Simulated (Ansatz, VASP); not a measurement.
## Two plane-wave programs on BN

File INCAR:

```
SYSTEM = BN
PREC = Accurate ; ENCUT = 520
EDIFF = 1E-7 ; ISMEAR = 0
SIGMA = 0.01 ; LREAL = .False.
LASPH = .True. ; NELM = 80
ALGO = Normal ; ISIF = 2
LWAVE = .False. ; LCHARG = .True.
GGA = PS ; LELF = .True.
LVHAR = .True. ; NBANDS = 11
```

The input KPOINTS:

```
Automatic mesh
0
Gamma
  6 6 6
  0 0 0
```

The input POSCAR:

```
BN
1.0
    0.0216937228      1.8249881746      1.7966655370
    1.8471710794      0.0249981969      1.7933610629
    1.8398233666      1.8143459710      0.0323359264
B N
1 1
Direct
    0.0436000000      0.9591100000      0.9710600000
    0.2420700000      0.2847600000      0.2336700000
```

Input for Ansatz:

```yaml
crystal:
  lattice:
    - [0.02169372280399151, 1.8249881746253405, 1.796665536983866]
    - [1.8471710793977605, 0.02499819691725483, 1.7933610628706025]
    - [1.8398233665658517, 1.8143459709856464, 0.032335926443685464]
  atoms:
    - { symbol: B, position: [0.0436, 0.95911, 0.97106] }
    - { symbol: "N", position: [0.24207, 0.28476, 0.23367] }
basis:
  ecutwfc: 540.0
  xc_grid: 2
kpoints:
  mp_grid:
    grid: [6, 6, 6]
hamiltonian:
  xc: pbesol
scf:
  convergence:
    dr2_threshold: 1.0e-09
  occupations:
    method: fixed
output:
  forces: true
  stress: true
```

Alike in both runs: task single point; functional PBEsol; k mesh 6 × 6 × 6; no spin polarisation.

|  | VASP | Ansatz |
| --- | --- | --- |
| version | VASP 6.6.1 | Ansatz 0.2.0 |
| potentials or method | VASP PAW PBE potentials, release 64 (B, N), cutoff 520 eV | plane waves, PAW |
| occupations | gaussian, width 0.01 eV | fixed |
| valence electrons in the cell | 8 | 8 |

```tsv
	VASP	Ansatz	Ansatz less VASP
pressure (GPa)	11.7	11.3	-0.47
traceless stress, the component that is largest in VASP (GPa)	-16.96	-16.51	+0.451
rms of the force components (eV/Å)	3.046	3.034	-0.0118
```

VASP's potentials were made for PBE, not for PBEsol. Atom by atom the forces differ by 0.012 eV/Å (rms over components). Ansatz's warnings: stress scf threshold loose.

The k mesh is coarse, so the values compare programs but aren't converged.
